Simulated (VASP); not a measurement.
ZnO, 8 atoms in the cell. The structure is hexagonal, space group P6_3mc (No. 186). The conventional cell has a = 3.226 Å, b = 3.226 Å, c = 10.473 Å, α = 90.00°, β = 90.00°, γ = 120.00°. Within 2.6 Å of Zn (site symmetry 3m) lie 4 O at 1.97 to 1.98 Å. Zn (site symmetry 3m) has 4 O at 1.97 Å within 2.6 Å. O (site symmetry 3m) has 4 Zn at 1.97 to 1.98 Å within 2.6 Å. O (site symmetry 3m) has 4 Zn at 1.97 Å within 2.6 Å. 

- Program: VASP 6.6.1
- Task: single point
- Functional: r2SCAN
- Potentials or basis: VASP PAW PBE potentials, release 64 (Zn, O)
- Cutoff: 520 eV
- k mesh: 12 × 12 × 4
- Occupations: gaussian, width 0.01 eV
- Spin: no spin polarisation
- Dipole correction: no
- Further INCAR settings: ALGO = Normal; EDIFF = 1e-06; NBANDS = 46

Potentials or basis: VASP PAW PBE potentials, release 64 (Zn, O).

Command:

```console
$ cat potpaw_PBE.64/Zn/POTCAR potpaw_PBE.64/O/POTCAR > POTCAR
$ cp INCAR.step1 INCAR
$ mpirun -np 1 vasp_std > vasp.out
$ cp INCAR.step2 INCAR
$ mpirun -np 1 vasp_std > vasp.out
```

Hardware: 1 thread of Intel(R) Xeon(R) 6975P-C (Granite Rapids), with other jobs on the host.

Problem. How long does it take, and how much memory?

Solution. It took 5.2 min on 1 thread of Intel(R) Xeon(R) 6975P-C (Granite Rapids), with other jobs on the host, peak memory 0.33 GiB. Counts: k points 57.
